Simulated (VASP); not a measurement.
# V (C2/c) in VASP: notebook

V is run at these levels: RPBE; tasks: single point.

Program: VASP 6.6.1. These are calculated values, not measurements. Logs are shortened: lines on timing, memory, paths and dates and some standing lists are left out, and cuts for length are marked.

## Step 1: The cell of the first run

The typed cell holds 2 atoms: a = 4.666 Å, b = 4.666 Å, c = 2.794 Å, α = 96.83°, β = 96.83°, γ = 149.08°.

## Step 2: Single point, RPBE (13.99 Å³/atom)

File INCAR:

```
ALGO = Normal
EDIFF = 1E-6
ENCUT = 520
GGA = RP
ISIF = 2
ISMEAR = -1
LASPH = True
LCHARG = True
LELF = True
LREAL = False
LVHAR = True
LWAVE = False
NBANDS = 20
NELM = 100
PREC = Accurate
SIGMA = 0.1
```

File KPOINTS:

```
k-points
0
Gamma
  16 16 14
```

File POSCAR:

```
V
1.0
   -3.1804246797      3.1797674294      1.2439352254
    3.1797674294     -3.1804246797      1.2439352254
    1.7684144902      1.7684144902     -1.2451389804
V
2
Direct
    0.0000083952      0.9999916048      0.0000000000
    0.7499916048      0.2500083952      0.5000000000
```

Potentials or basis: VASP PAW PBE potentials, release 64 (V_sv).

Started as:

```
$ cat potpaw_PBE.64/V_sv/POTCAR > POTCAR
$ mpirun -np 1 vasp_std > vasp.out
```

OUTCAR:

```text
EDIFF = 1E-6
   ENCUT = 520
   GGA = RP
   ISIF = 2
   ISMEAR = -1
   LASPH = True
   LREAL = False
   NELM = 100
   PREC = Accurate

 ion  position               nearest neighbor table
   1  0.000  1.000  0.000-   2 2.65   2 2.65   2 2.65   2 2.65
   2  0.750  0.250  0.500-   1 2.65   1 2.65   1 2.65   1 2.65

  Warning from LATTYP: Got some problem with cell dimensions!
  Tried to take original basis but could not verify dimensions!
  LATTYP: Found a base centered monoclinic cell.
 ALAT       =     2.4878706244
 B/A-ratio  =     3.6154090376
 C/A-ratio  =     1.1221763818
 COS(beta)  =    -0.4447969676

  Lattice vectors:

 A1 = (   3.1804246797,  -3.1797674294,  -1.2439352254)
 A2 = (  -3.1797674294,   3.1804246797,  -1.2439352254)
 A3 = (   1.7677572399,   1.7677572399,   1.2427314704)

Analysis of symmetry for initial positions (statically):
=====================================================================
 Subroutine PRICEL returns:
 Original cell was already a primitive cell.

 Routine SETGRP: Setting up the symmetry group for a
 base centered monoclinic supercell.

 Subroutine GETGRP returns: Found  4 space group operations
 (whereof  2 operations were pure point group operations)
 out of a pool of  4 trial point group operations.

The static configuration has the point symmetry C_2 .
 The point group associated with its full space group is C_2h.

Analysis of symmetry for dynamics (positions and initial velocities):
=====================================================================
 Subroutine PRICEL returns:
 Original cell was already a primitive cell.

 Routine SETGRP: Setting up the symmetry group for a
 base centered monoclinic supercell.

 Subroutine GETGRP returns: Found  4 space group operations
 (whereof  2 operations were pure point group operations)
 out of a pool of  4 trial point group operations.

The dynamic configuration has the point symmetry C_2 .
 The point group associated with its full space group is C_2h.

 Subroutine INISYM returns: Found  4 space group operations
 (whereof  2 operations are pure point group operations),
 and found     1 'primitive' translations

----------------------------------------------------------------------------------------

                                     Primitive cell

  volume of cell :      27.9770

  direct lattice vectors                    reciprocal lattice vectors
    -3.180424680  3.179767429  1.243935225     0.062918724  0.220146680  0.402024971
     3.179767429 -3.180424680  1.243935225     0.220146680  0.062918724  0.402024971
     1.768414490  1.768414490 -1.245138980     0.282791747  0.282791747  0.000149417

  length of vectors
     4.666197263  4.666197263  2.793734185     0.462652573  0.462652573  0.399927951

  position of ions in fractional coordinates (direct lattice)
     0.000008395  0.999991605  0.000000000
     0.749991605  0.250008395  0.500000000

  ion indices of the primitive-cell ions
   primitive index   ion index
                 1           1
                 2           2

----------------------------------------------------------------------------------------

 KPOINTS: k-points

Automatic generation of k-mesh.
 Grid dimensions read from file:
 generate k-points for:   16   16   14

 Generating k-lattice:

  Cartesian coordinates                     Fractional coordinates (reciprocal lattice)
     0.003932420  0.013759167  0.025126561     0.062500000  0.000000000  0.000000000
     0.013759167  0.003932420  0.025126561     0.000000000  0.062500000  0.000000000
     0.020199410  0.020199410  0.000010673     0.000000000  0.000000000  0.071428571

  Length of vectors
     0.028915786  0.028915786  0.028566282

  Shift w.r.t. Gamma in fractional coordinates (k-lattice)
     0.000000000  0.000000000  0.000000000

 Subroutine IBZKPT returns following result:
 ===========================================

 Found    962 irreducible k-points:

 Following reciprocal coordinates:
            Coordinates               Weight
  0.000000  0.000000  0.000000      1.000000
  0.062500  0.000000  0.000000      4.000000
  0.125000  0.000000  0.000000      4.000000
  0.187500  0.000000  0.000000      4.000000
  0.250000  0.000000  0.000000      4.000000
  0.312500  0.000000  0.000000      4.000000
[... 16 lines left out ...]
 -0.125000  0.062500 -0.000000      4.000000
 -0.062500  0.062500  0.000000      2.000000
 [... further k-points ...]
   k-points           NKPTS =    962   k-points in BZ     NKDIM =    962   number of bands    NBANDS=     20
   number of dos      NEDOS =    301   number of ions     NIONS =      2
   total plane-waves  NPLWV =  31104
   dimension x,y,z NGX =    36 NGY =   36 NGZ =   24
   dimension x,y,z NGXF=    72 NGYF=   72 NGZF=   48
   ions per type =               2
   NGX,Y,Z   is equivalent  to a cutoff of  12.83, 12.83, 14.28 a.u.
   NGXF,Y,Z  is equivalent  to a cutoff of  25.65, 25.65, 28.56 a.u.
 SYSTEM =  unknown system
   PREC   = accura    normal or accurate (medium, high low for compatibility)
   ISTART =      0    job   : 0-new  1-cont  2-samecut
   ICHARG =      2    charge: 1-file 2-atom 10-const
   ISPIN  =      1    spin polarized calculation?
   LNONCOLLINEAR =      F non collinear calculations
   LSORBIT =      F    spin-orbit coupling
   LASPH  =      T    aspherical Exc in radial PAW
   ENCUT  =  520.0 eV  38.22 Ry    6.18 a.u.   8.68  8.68  5.19*2*pi/ulx,y,z
   NELM   =    100;   NELMIN=  2; NELMDL= -5     # of ELM steps
   EDIFF  = 0.1E-05   stopping-criterion for ELM
   LREAL  =      F    real-space projection
   EDIFFG = 0.1E-04   stopping-criterion for IOM
   NSW    =      0    number of steps for IOM
   IBRION =     -1    ionic relax: 0-MD 1-quasi-New 2-CG
   NFREE  =      0    steps in history (QN), initial steepest desc. (CG)
   ISIF   =      2    stress and relaxation
   ISYM   =      2    0-nonsym 1-usesym 2-fastsym
   POTIM  = 0.5000    time-step for ionic-motion
   TEBEG  =    0.0;   TEEND  =   0.0 temperature during run
   PSTRESS=    0.0 pullay stress
   NELECT =      26.0000    total number of electrons
   NUPDOWN=      -1.0000    fix difference up-down
   EMIN   =  10.00;   EMAX   =-10.00  energy-range for DOS
   EFERMI =   0.00;   METHOD = LEGACY
   ISMEAR =    -1;   SIGMA  =   0.10  broadening in eV -4-tet -1-fermi 0-gaus
   EFERMI_NEDOS =   21; number of points for ismear=-14 and -15
   IALGO  =     38    algorithm
   IMIX   =      4    mixing-type and parameters
     AMIX     =   0.40;   BMIX     =  1.00
     AMIX_MAG =   1.60;   BMIX_MAG =  1.00
  volume/ion in A,a.u.               =      13.99        94.40
  Fermi-wavevector in a.u.,A,eV,Ry     =   1.597591  3.019009 34.726096  2.552296
  Thomas-Fermi vector in A             =   2.695173
   LORBIT       =      0    0 simple, 1 ext, 2 COOP (PROOUT), +10 PAW based schemes
   GGA     = RP    functional components
   LHFCALC =     F    Hartree Fock is set to
   AEXX    =    0.0000 exact exchange contribution
   IVDW    =     0    specifies the selected vdW correction
   LEPSILON=     F    determine dielectric tensor
   LRPA    =     F    only Hartree local field effects (RPA)
 non-spin polarized calculation
  energy-cutoff  :      520.00
  volume of cell :       27.98
 maximum number of plane-waves:       773
   NGX = 17   NGY = 17   NGZ = 11

 number of electron      26.0000000 magnetization

 Free energy of the ion-electron system (eV)
  ---------------------------------------------------
  ext. energy  EPLUGINS =         0.00000000
  ---------------------------------------------------
  free energy    TOTEN  =       -16.86126539 eV

  energy without entropy =      -16.76662467  energy(sigma->0) =      -16.81394503

 E-fermi :   9.5065     XC(G=0): -12.5697

 val. band max:        9.5059037183   @ k =  -0.0625   0.3750   0.0714
 cond. band min:       9.5071652441   @ k =  -0.4375   0.1875   0.0714
 fundamental gap:      0.0012615258
 Fermi energy:         9.5065439550

 k-point     1 :       0.0000    0.0000    0.0000
  band No.  band energies     occupation
      1     -54.5390      2.00000
      2     -54.3924      2.00000
      3     -28.6447      2.00000
      4     -28.0406      2.00000
      5     -27.8901      2.00000
      6     -27.8746      2.00000
[... 12 lines left out ...]
     19      12.1375      0.00000
     20      12.7248      0.00000

 k-point     2 :       0.0625    0.0000    0.0000
  band No.  band energies     occupation
      1     -54.5315      2.00000
      2     -54.3874      2.00000
      3     -28.6330      2.00000
      4     -28.0459      2.00000
      5     -27.8973      2.00000
      6     -27.8754      2.00000
[... 12 lines left out ...]
     19      12.4303      0.00000
     20      12.8612      0.00000

 k-point     3 :       0.1250    0.0000    0.0000
  band No.  band energies     occupation
      1     -54.5100      2.00000
      2     -54.3735      2.00000
      3     -28.5998      2.00000
      4     -28.0619      2.00000
      5     -27.9236      2.00000
      6     -27.8772      2.00000
[... 12 lines left out ...]
     19      12.5243      0.00000
     20      13.5786      0.00000

 k-point     4 :       0.1875    0.0000    0.0000
  band No.  band energies     occupation
      1     -54.4773      2.00000
      2     -54.3527      2.00000
      3     -28.5501      2.00000
      4     -28.0931      2.00000
      5     -27.9999      2.00000
      6     -27.9277      2.00000
[... 12 lines left out ...]
     19      12.4671      0.00000
     20      14.4271      0.00000

 k-point     5 :       0.2500    0.0000    0.0000
  band No.  band energies     occupation
      1     -54.4381      2.00000
      2     -54.3286      2.00000
      3     -28.4935      2.00000
      4     -28.1923      2.00000
      5     -28.1267      2.00000
      6     -28.0445      2.00000
[... 12 lines left out ...]
     19      12.3711      0.00000
     20      15.1178      0.00000
[... 353 lines left out ...]
      6     -27.9279      2.00000
[... 12 lines left out ...]
     19      12.4421      0.00000
     20      14.0739      0.00000

 k-point    22 :      -0.1875    0.0625    0.0000
  band No.  band energies     occupation
      1     -54.5060      2.00000
      2     -54.3775      2.00000
      3     -28.5802      2.00000
      4     -28.0589      2.00000
      5     -27.9384      2.00000
      6     -27.8886      2.00000
[... 12 lines left out ...]
     19      12.5159      0.00000
     20      13.4079      0.00000

 k-point    23 :      -0.1250    0.0625   -0.0000
  band No.  band energies     occupation
      1     -54.5288      2.00000
      2     -54.3902      2.00000
      3     -28.6190      2.00000
      4     -28.0435      2.00000
      5     -27.9048      2.00000
      6     -27.8864      2.00000
[... 12 lines left out ...]
     19      12.4210      0.00000
     20      12.8296      0.00000

 k-point    24 :      -0.0625    0.0625    0.0000
  band No.  band energies     occupation
      1     -54.5376      2.00000
      2     -54.3938      2.00000
      3     -28.6375      2.00000
      4     -28.0393      2.00000
      5     -27.8918      2.00000
      6     -27.8823      2.00000
[... 12 lines left out ...]
     19      12.1458      0.00000
     20      12.7228      0.00000

 [... further k-points ...]

------------------------ aborting loop because EDIFF is reached ----------------------------------------

  FORCE on cell =-STRESS in cart. coord.  units (eV):
  Direction    XX          YY          ZZ          XY          YZ          ZX
  --------------------------------------------------------------------------------------
  -------------------------------------------------------------------------------------
  Total        0.0332239      0.0332239      0.0595374     -0.0208316      0.0052431      0.0052430
  in kB        1.9026536      1.9026536      3.4095655     -1.1929785      0.3002574      0.3002569
  external PRESSURE =       2.4049576 kB  Pullay stress =       0.0000000 kB

 VOLUME and BASIS-vectors are now :
 -----------------------------------------------------------------------------
  energy-cutoff  :      520.00
  volume of cell :       27.98
      direct lattice vectors                 reciprocal lattice vectors
    -3.180424680  3.179767429  1.243935225     0.062918724  0.220146680  0.402024971
     3.179767429 -3.180424680  1.243935225     0.220146680  0.062918724  0.402024971
     1.768414490  1.768414490 -1.245138980     0.282791747  0.282791747  0.000149417

 POSITION                                       TOTAL-FORCE (eV/Angst)
 -----------------------------------------------------------------------------------
      3.17971     -3.18037      1.24394         0.001447     -0.001447      0.000000
     -0.70612      2.47387      0.62137        -0.001447      0.001447     -0.000000
 -----------------------------------------------------------------------------------
    total drift:                                0.000000      0.000000     -0.000000

  FREE ENERGIE OF THE ION-ELECTRON SYSTEM (eV)
  ---------------------------------------------------
  free  energy   TOTEN  =       -16.8612653914 eV

  energy  without entropy=      -16.7666246659  energy(sigma->0) =      -16.81394503
```

It took 4 min on 1 thread of Intel Xeon 6975P-C (Granite Rapids), shared host; peak memory 0.52 GiB.

Results:

```
Free energy            : -16.8613 eV
Pressure               : 0.2 GPa
Band gap on the k mesh : zero (bands 13 and 14 overlap by 2.01 eV)
```

Forces in eV/Å, atoms in the order of the input:
```
V    0.001 -0.001  0.000
V   -0.001  0.001  0.000
```

Stress tensor (GPa, compression positive):
```
 0.19 -0.12  0.03
-0.12  0.19  0.03
 0.03  0.03  0.34
```

Caveat: the PAW data sets were made with another functional, which shifts forces and pressure a little.

## Step 3: Single point, RPBE (14.55 Å³/atom)

This run uses another cell than the first one, of 14.55 Å³/atom.

File INCAR:

```
SYSTEM = V
PREC = Accurate
ENCUT = 520
EDIFF = 1E-6
ISMEAR = -1
SIGMA = 0.1
LREAL = .FALSE.
LASPH = .TRUE.
NELM = 100
ALGO = Normal
ISIF = 2
LWAVE = .FALSE.
LCHARG = .FALSE.
GGA = RP
NBANDS = 20
```

File KPOINTS:

```
Automatic mesh
0
G
  16 16 14
  0 0 0
```

File POSCAR:

```
V
1.0
   -3.2222771724      3.2216112731      1.2603046713
    3.2216112731     -3.2222771724      1.2603046713
    1.7916857706      1.7916857706     -1.2615242671
V
2
Direct
    0.0000083952      0.9999916048      0.0000000000
    0.7499916048      0.2500083952      0.5000000000
```

Potentials or basis: VASP PAW PBE potentials, release 64 (V_sv).

Started as:

```
$ cat potpaw_PBE.64/V_sv/POTCAR > POTCAR
$ mpirun -np 1 vasp_std > vasp.out
```

Wall time 4.8 min (1 thread of Intel Xeon 6975P-C (Granite Rapids), shared host); peak memory 0.53 GiB.

Results (log left out):

```yaml
Free_energy: -16.8416 eV
Pressure: -5.8 GPa
Band_gap_on_the_k_mesh: zero (bands 13 and 14 overlap by 1.89 eV)
```

Stress tensor (GPa, compression positive):
```
-5.88 -0.21  0.03
-0.21 -5.88  0.03
 0.03  0.03 -5.63
```

Levels at points of the mesh, in eV from the Fermi level:
| k point | band 10 | band 11 | band 12 | band 13 | band 14 | band 15 | band 16 | band 17 |
| --- | --- | --- | --- | --- | --- | --- | --- | --- |
| (0.00, 0.00, 0.00) | -3.02 | -0.55 | -0.53 | 0.54 | 0.71 | 0.72 | 1.59 | 1.59 |
| (0.50, 0.00, 0.00) | -2.67 | -2.03 | -0.42 | 0.43 | 0.65 | 1.84 | 2.29 | 2.95 |
| (0.50, 0.50, 0.00) | -4.66 | -0.65 | -0.65 | -0.21 | -0.21 | 1.48 | 1.48 | 1.74 |
| (0.00, 0.00, 0.50) | -2.41 | -1.34 | -1.34 | -0.95 | -0.95 | 2.47 | 2.47 | 3.18 |
| (0.50, 0.00, 0.50) | -2.67 | -2.03 | -0.42 | 0.44 | 0.65 | 1.84 | 2.29 | 2.94 |
| (0.50, 0.50, 0.50) | -3.08 | -1.46 | -1.46 | 0.94 | 0.94 | 2.22 | 2.22 | 3.15 |

Caveat: the cell stands under tension; the PAW data sets were made with another functional, which shifts forces and pressure a little.

## Step 4: Single point, RPBE (12.31 Å³/atom)

This run uses another cell than the first one, of 12.31 Å³/atom.

File INCAR:

```
ALGO = Normal
EDIFF = 1E-7
ENCUT = 520
GGA = RP
ISIF = 2
ISMEAR = -1
LASPH = T
LCHARG = F
LREAL = F
LWAVE = F
NBANDS = 20
NELM = 60
PREC = Accurate
SIGMA = 0.1
```

File KPOINTS:

```
k-points
0
Gamma
  16 16 14
```

File POSCAR:

```
V
1.0
   -3.0477499928      3.0471201604      1.1920431879
    3.0471201604     -3.0477499928      1.1920431879
    1.6946432608      1.6946432608     -1.1931967271
V
2
Direct
    0.0000083952      0.9999916048      0.0000000000
    0.7499916048      0.2500083952      0.5000000000
```

Started as:

```
$ cat potpaw_PBE.64/V_sv/POTCAR > POTCAR
$ mpirun -np 1 vasp_std > vasp.out
```

Wall time 3.7 min (1 thread of Intel Xeon 6975P-C (Granite Rapids), shared host); peak memory 0.48 GiB.

Results (log left out):

| Item | Value |
| --- | --- |
| Free energy | -16.5973 eV |
| Pressure | 27.5 GPa |
| Largest force | 0.004 eV/Å |
| Band gap on the k mesh | zero (bands 13 and 14 overlap by 2.55 eV) |

Forces in eV/Å, atoms in the order of the input:
```
V    0.003 -0.003  0.000
V   -0.003  0.003  0.000
```

Stress tensor (GPa, compression positive):
```
27.56  0.33  0.04
 0.33 27.56  0.04
 0.04  0.04 27.28
```

Levels at points of the mesh, in eV from the Fermi level:
```
           k point  band 11  band 12  band 13  band 14  band 15  band 16
(0.00, 0.00, 0.00)    -0.75    -0.72     0.79     0.81     0.97     1.87
(0.50, 0.00, 0.00)    -2.63    -0.56     0.44     1.00     2.26     2.78
(0.50, 0.50, 0.00)    -0.82    -0.82    -0.36    -0.36     1.76     1.76
(0.00, 0.00, 0.50)    -1.69    -1.69    -1.02    -1.02     2.99     2.99
(0.50, 0.00, 0.50)    -2.63    -0.56     0.44     1.00     2.26     2.78
(0.50, 0.50, 0.50)    -1.88    -1.88     1.46     1.46     2.66     2.66
```

Caveat: the cell stands under pressure; the PAW data sets were made with another functional, which shifts forces and pressure a little.

## Step 5: Summary

| cell | gap on the mesh (eV) | pressure (GPa) |
| --- | --- | --- |
| a = 4.666, b = 4.666, c = 2.794 Å, angles 96.8, 96.8, 149.1°, 2 atoms | none | 0.2 |
| a = 4.728, b = 4.728, c = 2.830 Å, angles 96.8, 96.8, 149.1°, 2 atoms | none | -5.8 |
| a = 4.472, b = 4.472, c = 2.677 Å, angles 96.8, 96.8, 149.1°, 2 atoms | none | 27.5 |

Alike in all rows: task single point; level RPBE; potentials or basis VASP PAW PBE potentials, release 64 (V_sv); no spin polarisation; k mesh 16 × 16 × 14; cutoff (eV) 520; smearing fermi-dirac 0.1 eV.

Caveats: the PAW data sets were made with another functional, which shifts forces and pressure a little; the cell stands under tension (at least some runs); the cell stands under pressure (at least some runs).

Total energies depend on the potentials used, so only differences within one code and one set of settings carry meaning.
